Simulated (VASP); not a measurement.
# Pt (Fm-3m) in VASP: further runs

Runs on Pt. Level: PBE. Tasks: single point, relaxation of cell and atoms.

All numbers are computed with VASP 6.6.1; they aren't measurements. Logs are shortened: lines on timing, memory, paths and dates and some standing lists are left out, and cuts for length are marked.

## (1) The cell of the first run

Symmetry: Fm-3m, No. 225, cubic system. The conventional cell has a = 3.970 Å, b = 3.970 Å, c = 3.970 Å, α = 90.00°, β = 90.00°, γ = 90.00°. Pt (site symmetry m-3m) has 12 Pt at 2.81 Å within 3.7 Å.

## (2) Single point, PBE

INCAR

```
SYSTEM = Pt
PREC = Accurate
ENCUT = 520
EDIFF = 1E-7
ISMEAR = -1
SIGMA = 0.1
LREAL = .False.
LASPH = .True.
NELM = 80
ALGO = Normal
ISIF = 2
LWAVE = .False.
LCHARG = .False.
GGA = PE
NBANDS = 11
```

KPOINTS

```
regular mesh
0
Gamma
  11 11 11
  0 0 0
```

POSCAR

```
Pt
1.0
    0.0000000000      1.9851632162      1.9851632162
    1.9851632162      0.0000000000      1.9851632162
    1.9851632162      1.9851632162      0.0000000000
Pt
1
Direct
    0.0000000000      0.0000000000      0.0000000000
```

Potentials or basis: VASP PAW PBE potentials, release 64 (Pt).

Started as:

```bash
$ cat potpaw_PBE.64/Pt/POTCAR > POTCAR
$ mpirun -np 1 vasp_std > vasp.out
```

OUTCAR:

```text
SYSTEM = Pt
   PREC = Accurate
   ENCUT = 520
   EDIFF = 1E-7
   ISMEAR = -1
   LREAL = .False.
   LASPH = .True.
   NELM = 80
   ISIF = 2
   GGA = PE

 ion  position               nearest neighbor table
   1  0.000  0.000  0.000-

  LATTYP: Found a face centered cubic cell.
 ALAT       =     3.9703264324

  Lattice vectors:

 A1 = (   0.0000000000,   1.9851632162,   1.9851632162)
 A2 = (   1.9851632162,   0.0000000000,   1.9851632162)
 A3 = (   1.9851632162,   1.9851632162,   0.0000000000)

Analysis of symmetry for initial positions (statically):
=====================================================================
 Subroutine PRICEL returns:
 Original cell was already a primitive cell.

 Routine SETGRP: Setting up the symmetry group for a
 face centered cubic supercell.

 Subroutine GETGRP returns: Found 48 space group operations
[... 9 lines left out ...]

 Routine SETGRP: Setting up the symmetry group for a
 face centered cubic supercell.

 Subroutine GETGRP returns: Found 48 space group operations
[... 11 lines left out ...]
                                     Primitive cell

  volume of cell :      15.6466

  direct lattice vectors                    reciprocal lattice vectors
     0.000000000  1.985163216  1.985163216    -0.251868459  0.251868459  0.251868459
     1.985163216  0.000000000  1.985163216     0.251868459 -0.251868459  0.251868459
     1.985163216  1.985163216  0.000000000     0.251868459  0.251868459 -0.251868459

  length of vectors
     2.807444744  2.807444744  2.807444744     0.436248968  0.436248968  0.436248968

  position of ions in fractional coordinates (direct lattice)
     0.000000000  0.000000000  0.000000000

  ion indices of the primitive-cell ions
   primitive index   ion index
                 1           1

----------------------------------------------------------------------------------------

 KPOINTS: regular mesh

Automatic generation of k-mesh.
 Grid dimensions read from file:
 generate k-points for:   11   11   11

 Generating k-lattice:

  Cartesian coordinates                     Fractional coordinates (reciprocal lattice)
    -0.022897133  0.022897133  0.022897133     0.090909091  0.000000000  0.000000000
     0.022897133 -0.022897133  0.022897133     0.000000000  0.090909091  0.000000000
     0.022897133  0.022897133 -0.022897133     0.000000000  0.000000000  0.090909091

  Length of vectors
     0.039658997  0.039658997  0.039658997

  Shift w.r.t. Gamma in fractional coordinates (k-lattice)
     0.000000000  0.000000000  0.000000000

[... 49 lines left out ...]
   NELM   =     80;   NELMIN=  2; NELMDL= -5     # of ELM steps
   EDIFF  = 0.1E-06   stopping-criterion for ELM
   LREAL  =      F    real-space projection
   EDIFFG = 0.1E-05   stopping-criterion for IOM
   NSW    =      0    number of steps for IOM
   IBRION =     -1    ionic relax: 0-MD 1-quasi-New 2-CG
   NFREE  =      0    steps in history (QN), initial steepest desc. (CG)
   ISIF   =      2    stress and relaxation
   ISYM   =      2    0-nonsym 1-usesym 2-fastsym
   POTIM  = 0.5000    time-step for ionic-motion
   TEBEG  =    0.0;   TEEND  =   0.0 temperature during run
   PSTRESS=    0.0 pullay stress
   NELECT =      10.0000    total number of electrons
   NUPDOWN=      -1.0000    fix difference up-down
   EMIN   =  10.00;   EMAX   =-10.00  energy-range for DOS
   EFERMI =   0.00;   METHOD = LEGACY
   ISMEAR =    -1;   SIGMA  =   0.10  broadening in eV -4-tet -1-fermi 0-gaus
   EFERMI_NEDOS =   21; number of points for ismear=-14 and -15
   IALGO  =     38    algorithm
   IMIX   =      4    mixing-type and parameters
     AMIX     =   0.40;   BMIX     =  1.00
     AMIX_MAG =   1.60;   BMIX_MAG =  1.00
  volume/ion in A,a.u.               =      15.65       105.59
  Fermi-wavevector in a.u.,A,eV,Ry     =   1.410161  2.664817 27.055910  1.988553
  Thomas-Fermi vector in A             =   2.532143
   LORBIT       =      0    0 simple, 1 ext, 2 COOP (PROOUT), +10 PAW based schemes
   GGA     = PE    functional components
   LHFCALC =     F    Hartree Fock is set to
   AEXX    =    0.0000 exact exchange contribution
   IVDW    =     0    specifies the selected vdW correction
   LEPSILON=     F    determine dielectric tensor
   LRPA    =     F    only Hartree local field effects (RPA)
 non-spin polarized calculation
  energy-cutoff  :      520.00
  volume of cell :       15.65
 maximum number of plane-waves:       440
 NGX is ok and might be reduce to    24
   NGX = 11   NGY = 11   NGZ = 11

 number of electron      10.0000002 magnetization

 Free energy of the ion-electron system (eV)
  ---------------------------------------------------
  ext. energy  EPLUGINS =         0.00000000
  ---------------------------------------------------
  free energy    TOTEN  =        -6.13655339 eV

  energy without entropy =       -6.07877801  energy(sigma->0) =       -6.10766570

 E-fermi :  10.5417     XC(G=0): -13.2720

 val. band max:       10.5223369022   @ k =   0.4545   0.4545   0.0000
 cond. band min:      10.5807254054   @ k =   0.4545   0.0909   0.0000
 fundamental gap:      0.0583885031
 Fermi energy:        10.5417430813

 k-point     1 :       0.0000    0.0000    0.0000
  band No.  band energies     occupation
      1       0.7624      2.00000
      2       6.9951      2.00000
      3       6.9951      2.00000
      4       6.9951      2.00000
      5       9.0217      2.00000
      6       9.0217      2.00000
      7      25.3075      0.00000
      8      30.0661      0.00000
      9      30.0661      0.00000
     10      30.0661      0.00000
     11      35.2796      0.00000
[... 309 lines left out ...]
 k-point    24 :      -0.1818    0.1818    0.0000
  band No.  band energies     occupation
      1       3.6113      2.00000
      2       6.1382      2.00000
      3       7.1874      2.00000
      4       8.1087      2.00000
      5       8.1676      2.00000
      6      10.4857      1.27300
      7      23.8132      0.00000
      8      26.2424      0.00000
      9      29.4052      0.00000
     10      30.6061      0.00000
     11      34.7688      0.00000

 [... further k-points ...]
[... 5 lines left out ...]
  --------------------------------------------------------------------------------------
  -------------------------------------------------------------------------------------
  Total       -0.0459497     -0.0459497     -0.0459497      0.0000000     -0.0000000      0.0000000
  in kB       -4.7051590     -4.7051590     -4.7051590      0.0000000     -0.0000000      0.0000000
  external PRESSURE =      -4.7051590 kB  Pullay stress =       0.0000000 kB

 VOLUME and BASIS-vectors are now :
 -----------------------------------------------------------------------------
  energy-cutoff  :      520.00
  volume of cell :       15.65
      direct lattice vectors                 reciprocal lattice vectors
     0.000000000  1.985163216  1.985163216    -0.251868459  0.251868459  0.251868459
     1.985163216  0.000000000  1.985163216     0.251868459 -0.251868459  0.251868459
     1.985163216  1.985163216  0.000000000     0.251868459  0.251868459 -0.251868459

 POSITION                                       TOTAL-FORCE (eV/Angst)
 -----------------------------------------------------------------------------------
      0.00000      0.00000      0.00000        -0.000000     -0.000000     -0.000000
 -----------------------------------------------------------------------------------
    total drift:                               -0.000000      0.000000     -0.000000

  FREE ENERGIE OF THE ION-ELECTRON SYSTEM (eV)
  ---------------------------------------------------
  free  energy   TOTEN  =        -6.1365533884 eV

  energy  without entropy=       -6.0787780140  energy(sigma->0) =       -6.10766570
```

OSZICAR:

```text
N       E                     dE             d eps       ncg     rms          rms(c)
DAV:   1     0.398604752389E+02    0.39860E+02   -0.53138E+03  1256   0.836E+02
DAV:   2    -0.589891426379E+01   -0.45759E+02   -0.43603E+02  1422   0.174E+02
DAV:   3    -0.651740562500E+01   -0.61849E+00   -0.61331E+00  1421   0.195E+01
DAV:   4    -0.651982736898E+01   -0.24217E-02   -0.24215E-02  1415   0.143E+00
DAV:   5    -0.651984723294E+01   -0.19864E-04   -0.19863E-04  1445   0.121E-01    0.116E+01
DAV:   6    -0.617593689887E+01    0.34391E+00   -0.81385E-01  1331   0.714E+00    0.613E+00
DAV:   7    -0.613975621557E+01    0.36181E-01   -0.13775E-01  1409   0.287E+00    0.244E+00
DAV:   8    -0.613674415553E+01    0.30121E-02   -0.49354E-03  1349   0.598E-01    0.559E-01
DAV:   9    -0.613655147692E+01    0.19268E-03   -0.11666E-04  1373   0.949E-02    0.568E-02
DAV:  10    -0.613655355229E+01   -0.20754E-05   -0.40083E-06  1520   0.159E-02    0.567E-03
DAV:  11    -0.613655338607E+01    0.16622E-06   -0.37587E-08  1133   0.178E-03    0.898E-04
DAV:  12    -0.613655338835E+01   -0.22844E-08   -0.29694E-09   709   0.386E-04
   1 F= -.61365534E+01 E0= -.61076657E+01  d E =-.577754E-01
```

stdout:

```text
POSCAR found type information on POSCAR Pt
 POSCAR found :  1 types and       1 ions
 scaLAPACK will be used
 LDA part: xc-table for (Slater+PW92), standard interpolation
 POSCAR, INCAR and KPOINTS ok, starting setup
 FFT: planning ... GRIDC
 FFT: planning ... GRID_SOFT
 FFT: planning ... GRID
 WAVECAR not read
 entering main loop
```

It took 5.5 s on 1 thread of Intel Xeon 6975P-C (Granite Rapids), shared host; peak memory 0.14 GiB.

Results:

```yaml
Free_energy: -6.1366 eV
Pressure: -0.5 GPa
Band_gap_on_the_k_mesh: zero (band 5 reaches 10.93 eV, above the bottom of band 6 at 8.94 eV)
```

Caveat: spin-orbit coupling is left out, which moves the levels of the heavy elements.

## (3) Relaxation of cell and atoms, PBE

This run uses another cell than the first one, of 15.08 Å³/atom, 0.964 times its volume.

INCAR

```
SYSTEM = Pt
PREC = Accurate
ENCUT = 600
EDIFF = 1E-6
ISMEAR = -1
SIGMA = 0.1
LREAL = .FALSE.
LASPH = .TRUE.
NELM = 100
ALGO = Normal
ISIF = 3
LWAVE = .FALSE.
LCHARG = .FALSE.
GGA = PE
IBRION = 2
NSW = 80
EDIFFG = -0.01
```

KPOINTS

```
regular mesh
0
G
  11 11 11
  0 0 0
```

POSCAR

```
Pt
1.0
    0.0000000000      1.9609000000      1.9609000000
    1.9609000000      0.0000000000      1.9609000000
    1.9609000000      1.9609000000      0.0000000000
Pt
1
Direct
    0.0000000000      0.0000000000      0.0000000000
```

Potentials or basis: VASP PAW PBE potentials, release 64 (Pt).

Started as:

```bash
$ cat potpaw_PBE.64/Pt/POTCAR > POTCAR
$ mpirun -np 1 vasp_std > vasp.out
```

It took 11 s on 1 thread of Intel Xeon 6975P-C (Granite Rapids), shared host; peak memory 0.15 GiB.

Results (log left out):

| Quantity | Value |
| --- | --- |
| Free energy | -6.1366 eV |
| Relaxed volume | 15.62 Å³/atom |
| Relaxed cell | a = 2.806 Å, b = 2.806 Å, c = 2.806 Å, α = 60.00°, β = 60.00°, γ = 60.00° |
| Space group after relaxing (to 0.05 Å) | Fm-3m (No. 225) |
| Energy gained by relaxing | 15.7 meV/atom |
| Ionic steps | 4 |
| Pressure after relaxing | 0.0 GPa |
| Band gap on the k mesh | zero (band 5 reaches 10.96 eV, above the bottom of band 6 at 8.97 eV) |

The path:
```tsv
step	energy change (eV)	largest force (eV/Å)	pressure (GPa)	volume (Å³)
1	0.0000	0.0000	9.69	15.08
2	0.0806	0.0000	-18.06	17.16
3	-0.0157	0.0000	-0.31	15.64
4	-0.0157	0.0000	-0.04	15.62
```

Final structure:
```
Pt
1.0
     0.00000    1.98416    1.98416
     1.98416    0.00000    1.98416
     1.98416    1.98416    0.00000
Pt
1
Direct
  0.00000 0.00000 0.00000
```

Levels at points of the mesh, in eV from the Fermi level:
| k point | band 1 | band 2 | band 3 | band 4 | band 5 | band 6 | band 7 | band 8 | band 9 |
| --- | --- | --- | --- | --- | --- | --- | --- | --- | --- |
| (0.00, 0.00, 0.00) | -9.80 | -3.56 | -3.56 | -3.56 | -1.52 | -1.52 | 14.76 | 19.53 | 19.53 |

Caveat: spin-orbit coupling is left out, which moves the levels of the heavy elements.
